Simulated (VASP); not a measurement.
**BaZrO3: single point with PBEsol**

Crystal: BaZrO3.

```
CELL_PARAMETERS angstrom
4.12638 0.00000 0.00000
0.00000 4.12638 0.00000
0.00000 0.00000 4.12638
ATOMIC_POSITIONS crystal
Ba 0.00000 0.00000 0.00000
Zr 0.50000 0.50000 0.50000
O 0.00000 0.50000 0.50000
O 0.50000 0.00000 0.50000
O 0.50000 0.50000 0.00000
```

```
Program             : VASP 6.6.1
Task                : single point
Functional          : PBEsol
Potentials or basis : VASP PAW PBE potentials, release 64 (Ba_sv, Zr_sv, O_h)
Cutoff              : 910 eV
k mesh              : 4 × 4 × 4
Occupations         : gaussian, width 0.01 eV
Spin                : no spin polarisation
```

The pressure is 8.1 GPa and the band gap on the k mesh is 3.20 eV, indirect (least direct gap 3.35 eV).

Levels at points of the mesh, in eV from the valence-band top:
```csv
k point,band 16,band 17,band 18,band 19,band 20,band 21,band 22,band 23,band 24,band 25
"(0.00, 0.00, 0.00)",-1.07,-1.07,-0.16,-0.16,-0.16,3.20,3.20,3.20,4.60,4.60
"(0.50, 0.00, 0.00)",-1.85,-1.83,-1.83,-0.37,-0.37,3.70,5.99,5.99,6.54,6.84
"(0.50, 0.50, 0.00)",-2.60,-0.93,-0.93,-0.66,-0.08,5.95,5.95,6.68,6.73,8.02
"(0.50, 0.50, 0.50)",-2.58,-2.58,0.00,0.00,0.00,6.09,6.09,6.09,7.41,7.41
```

It took 40 s on 1 thread of Intel(R) Xeon(R) Platinum 8488C (Sapphire Rapids) (shared host), peak memory 0.27 GiB.

Caveat: the cutoff is under 1.25 times the usual one of these potentials, so pressure, stress and relaxed cells hold a basis-set (Pulay) error; the PAW data sets were made with another functional, which shifts forces and pressure a little; spin-orbit coupling is left out, which moves the levels of the heavy elements. A k mesh can miss the band edges.
